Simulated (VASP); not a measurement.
Write the native input for VASP 6.6.1 that does the following.

- Task: single point
- Functional: PBEsol
- Potentials or basis: VASP PAW PBE potentials, release 64 (Be, Si)
- Cutoff: 520 eV
- k mesh: 16 × 16 × 16
- Occupations: gaussian, width 0.1 eV
- Spin: no spin polarisation
- Dipole correction: no
- Further INCAR settings: ALGO = Fast; EDIFF = 1e-06; NBANDS = 13

The structure of Be3Si lies in POSCAR:

```
Be3Si
1.0
   -1.8078094846      1.6916656371      3.4978714798
    1.7037462414     -1.6916656371      3.4460222734
    1.8078094846      1.6916656371     -3.4978714798
Be Si
3 1
Direct
    0.7507267989      0.2432402483      0.4925134494
    0.2437200609      0.7334331860      0.4897131251
    0.5002084758      0.5270048165      0.0267963407
    0.0053446643     -0.0036782508     -0.0090229151
```

This cell differs from its parent crystal: strained and its atoms moved.

The input as run:

INCAR

```
SYSTEM = Be3Si
PREC     = Accurate       ! precision mode
ENCUT    = 520            ! plane-wave cutoff, eV
EDIFF    = 1E-6           ! SCF threshold, eV
ISMEAR   = 0              ! smearing method
SIGMA    = 0.1            ! smearing width, eV
LREAL    = .False.        ! projectors in reciprocal space
LASPH    = .True.         ! aspherical terms in the spheres
NELM     = 100            ! most SCF steps
ALGO     = Fast           ! electronic algorithm
ISIF     = 2              ! what is computed and relaxed
LWAVE    = .False.        ! write WAVECAR
LCHARG   = .False.        ! write CHGCAR
GGA      = PS             ! functional
NBANDS   = 13             ! bands
```

KPOINTS

```
regular mesh
0
Gamma
  16 16 16
  0 0 0
```

Potentials or basis: VASP PAW PBE potentials, release 64 (Be, Si).

The run is started by

```bash
$ cat potpaw_PBE.64/Be/POTCAR potpaw_PBE.64/Si/POTCAR > POTCAR
$ mpirun -np 1 vasp_std > vasp.out
```

It gave:

```json
{
 "Pressure": "-5.2 GPa",
 "Largest force": "0.403 eV/Å",
 "Band gap on the k mesh": "zero (bands 5 and 6 overlap by 4.70 eV)"
}
```

Caveat: the cell differs from its parent crystal (strained and its atoms moved); the cell stands under tension; the PAW data sets were made with another functional, which shifts forces and pressure a little.

It took 4.3 min on 1 thread of AMD EPYC 9R45 96-Core Processor (Zen 5), with other jobs on the host, peak memory 0.57 GiB.
